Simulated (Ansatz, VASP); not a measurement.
Two plane-wave programs on VNiC4N4

```
V Ni C N
1.0
     5.88262    0.00000    0.00000
     0.00000    5.88262    0.00000
     0.00000    0.00000    5.88262
V Ni C N
1 1 4 4
Direct
  0.50000 0.50000 0.50000
  0.00000 0.00000 0.00000
  0.18814 0.18814 0.18814
  0.18814 0.81186 0.81186
  0.81186 0.18814 0.81186
  0.81186 0.81186 0.18814
  0.30297 0.30297 0.30297
  0.30297 0.69703 0.69703
  0.69703 0.30297 0.69703
  0.69703 0.69703 0.30297
```

Alike in both runs: task single point; functional PBE; k mesh 4 × 4 × 4; occupations gaussian, width 0.1 eV; collinear spin.

|  | VASP | Ansatz |
| --- | --- | --- |
| version | VASP 6.6.1 | Ansatz 0.2.0 |
| potentials or method | VASP PAW PBE potentials, release 64 (V_sv, Ni, C, N), cutoff 520 eV | scalar-relativistic, plane waves, PAW |
| valence electrons in the cell | 59 | 67 |

```csv
,VASP,Ansatz,Ansatz less VASP
gap on the k mesh at the Fermi level (eV),none,none,-
pressure (GPa),-1.7,-1.7,0.00
rms of the force components (eV/Å),1.343,0.989,-0.3544
net moment per atom (μB),0.10,0.30,+0.200
size of the moment on the site where the two differ most (μB),1.74,1.40,-0.338
```

The net moments are unlike, so the other rows may belong to different states. Site moments also hang on the region over which each program counts them. Atom by atom the forces differ by 0.361 eV/Å (rms over components). A gap of «none» marks a metal or a gap that the smearing closes. VASP's potentials hold 59 valence electrons a cell and Ansatz's 67, so a difference there can come from the potentials and not from the codes.

Noted on VASP's run: the standard files for N, O and F lose accuracy on very short bonds.
